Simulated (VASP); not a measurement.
**Cu: relaxation of cell and atoms with PBE**

Cu:

```
Cu
1.0
    -1.29659    1.29659    1.78208
     1.29659   -1.29659    1.78208
     1.29659    1.29659   -1.78208
Cu
1
Direct
  0.50000 0.50000 0.00000
```

```json
{
 "Program": "VASP 6.6.1",
 "Task": "relaxation of cell and atoms",
 "Functional": "PBE",
 "Potentials or basis": "VASP PAW PBE potentials, release 64 (Cu)",
 "Cutoff": "600 eV",
 "k mesh": "30 × 30 × 30",
 "Occupations": "gaussian, width 0.1 eV",
 "Spin": "no spin polarisation",
 "Dipole correction": "no",
 "Further INCAR settings": "ALGO = Normal; EDIFF = 1e-07; IBRION = 2; EDIFFG = -0.01; NSW = 100; ISIF = 3"
}
```

```json
{
  "Relaxed volume": "12.01 Å³/atom",
  "Relaxed cell": "a = 2.571 Å, b = 2.571 Å, c = 2.571 Å, α = 120.02°, β = 120.02°, γ = 89.96°",
  "Space group after relaxing (to 0.05 Å)": "Fm-3m (No. 225)",
  "Energy gained by relaxing": "1.1 meV/atom",
  "Ionic steps": "7",
  "Pressure after relaxing": "-0.1 GPa"
}
```

The path:
```
step  energy change (eV)  largest force (eV/Å)  pressure (GPa)  volume (Å³)
   1              0.0000                0.0000            0.24        11.98
   2             -0.0004                0.0000           -0.13        12.01
   3             -0.0007                0.0000           -0.88        12.08
   4             -0.0009                0.0000           -0.64        12.06
   5             -0.0010                0.0000           -0.28        12.03
   6             -0.0009                0.0000            0.51        11.96
   7             -0.0011                0.0000           -0.06        12.01
```

Final structure:
```
Cu
1.0
    -1.28487    1.28487    1.81821
     1.28487   -1.28487    1.81821
     1.28487    1.28487   -1.81821
Cu
1
Direct
  0.50000 0.50000 0.00000
```

Levels at points of the mesh, in eV from the Fermi level:
```tsv
k point	band 4	band 5	band 6	band 7	band 8	band 9
(0.00, 0.00, 0.00)	-3.00	-2.20	-2.20	22.44	24.95	24.95
(0.50, 0.00, 0.00)	-1.65	-1.65	-0.98	3.65	20.94	21.80
(0.50, 0.50, 0.00)	-1.51	-1.51	1.49	6.98	12.92	12.93
(0.50, 0.50, 0.50)	-1.51	-1.51	1.48	6.96	12.94	12.94
```

It took 17 min on 1 thread of AMD EPYC 7R43 64-Core Processor (Zen 3) (shared host), peak memory 0.36 GiB.
